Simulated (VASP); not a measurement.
Set up this calculation in VASP 6.6.1, as the native input.

```
Task                   : single point
Functional             : r2SCAN
Potentials or basis    : VASP PAW PBE potentials, release 64 (Al, N)
Cutoff                 : 520 eV
k mesh                 : 15 × 15 × 15
Occupations            : fermi-dirac, width 0.05 eV
Spin                   : no spin polarisation
Dipole correction      : no
Further INCAR settings : ALGO = Normal; EDIFF = 1e-06; NBANDS = 11
```

The system is AlN (rocksalt type).

```xyz
2
Lattice="0.0000 1.8741 1.8741 1.8741 0.0000 1.8741 1.8741 1.8741 0.0000" Properties=species:S:1:pos:R:3 pbc="T T T"
Al    0.0000    0.0000    0.0000
N     1.8741    1.8741    1.8741
```

This cell differs from its parent crystal: volume scaled by 0.8.

These files were run (other wordings do the same):

POSCAR

```
AlN
1.0
    0.0000000000      1.8741176716      1.8741176716
    1.8741176716      0.0000000000      1.8741176716
    1.8741176716      1.8741176716      0.0000000000
Al N
1 1
Direct
    0.0000000000      0.0000000000      0.0000000000
    0.5000000000      0.5000000000      0.5000000000
```

INCAR.step1

```
  PREC = Accurate
  ENCUT = 520
  ISMEAR = -1
  SIGMA = 0.05
  LREAL = F
  LASPH = T
  NELM = 80
  NBANDS = 11
  GGA = PE
  ALGO = Normal
  EDIFF = 1E-4
  LWAVE = T
  LCHARG = F
```

INCAR.step2

```
  PREC = Accurate
  ENCUT = 520
  EDIFF = 1E-6
  ISMEAR = -1
  SIGMA = 0.05
  LREAL = F
  LASPH = T
  NELM = 80
  ALGO = Normal
  ISIF = 2
  LWAVE = F
  LCHARG = T
  METAGGA = R2SCAN
  LMIXTAU = T
  LELF = T
  LVHAR = T
  NBANDS = 11
  ISTART = 1
```

KPOINTS

```
Automatic mesh
0
Gamma
  15 15 15
```

Potentials or basis: VASP PAW PBE potentials, release 64 (Al, N).

Command:

```bash
$ cat potpaw_PBE.64/Al/POTCAR potpaw_PBE.64/N/POTCAR > POTCAR
$ cp INCAR.step1 INCAR
$ mpirun -np 1 vasp_std > vasp.out
$ cp INCAR.step2 INCAR
$ mpirun -np 1 vasp_std > vasp.out
```

Results of the run:

| Property | Result |
| --- | --- |
| Pressure | 94.4 GPa |
| Band gap on the k mesh | 5.53 eV, indirect (least direct gap 9.05 eV) |

Caveat: the PAW data sets were made with another functional, which shifts forces and pressure a little.

Wall time 56 s on 1 thread of Intel(R) Xeon(R) Platinum 8488C (Sapphire Rapids), on a shared host, peak memory 0.13 GiB.
